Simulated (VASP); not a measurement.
Here is a VASP 6.6.1 calculation.

The input INCAR:

```
ALGO = Normal
EDIFF = 1E-6
EDIFFG = -0.01
ENCUT = 600
GGA = PS
IBRION = 2
ISIF = 4
ISMEAR = 1
LASPH = True
LCHARG = False
LREAL = False
LWAVE = False
NELM = 80
NSW = 80
PREC = Accurate
SIGMA = 0.1
```

The input KPOINTS:

```
k-points
0
Gamma
  12 12 1
```

Contents of POSCAR:

```
Cu
1.0
    2.5036580000      0.0000000000      0.0000000000
   -1.2518290000      2.1682320000      0.0000000000
    0.0000000000      0.0000000000     24.5755890000
Cu
6
Direct
    0.0000000000      0.0000000000      0.3737640000
    0.6666666667      0.3333333333      0.2896140000
    0.3333333333      0.6666666667      0.4579910000
    0.0000000000      0.0000000000      0.6262360000
    0.6666666667      0.3333333333      0.5420090000
    0.3333333333      0.6666666667      0.7103860000
```

Potentials or basis: VASP PAW PBE potentials, release 64 (Cu).

Command:

```bash
$ cat potpaw_PBE.64/Cu/POTCAR > POTCAR
$ mpirun -np 1 vasp_std > vasp.out
```

Task: Estimate the band gap on the k mesh.

Result: Zero (band 33 reaches 5.20 eV, above the bottom of band 34 at 0.07 eV).

Final structure:
```cif
data_structure
_symmetry_space_group_name_H-M 'P 1'
_symmetry_Int_Tables_number 1
_cell_length_a 2.5147
_cell_length_b 2.5147
_cell_length_c 24.3593
_cell_angle_alpha 90.000
_cell_angle_beta 90.000
_cell_angle_gamma 120.000
_cell_volume 133.41
loop_
_atom_site_label
_atom_site_type_symbol
_atom_site_fract_x
_atom_site_fract_y
_atom_site_fract_z
_atom_site_occupancy
Cu1 Cu 0.00000 0.00000 0.37367 1
Cu2 Cu 0.66667 0.33333 0.29003 1
Cu3 Cu 0.33333 0.66667 0.45788 1
Cu4 Cu 0.00000 0.00000 0.62633 1
Cu5 Cu 0.66667 0.33333 0.54212 1
Cu6 Cu 0.33333 0.66667 0.70997 1
```
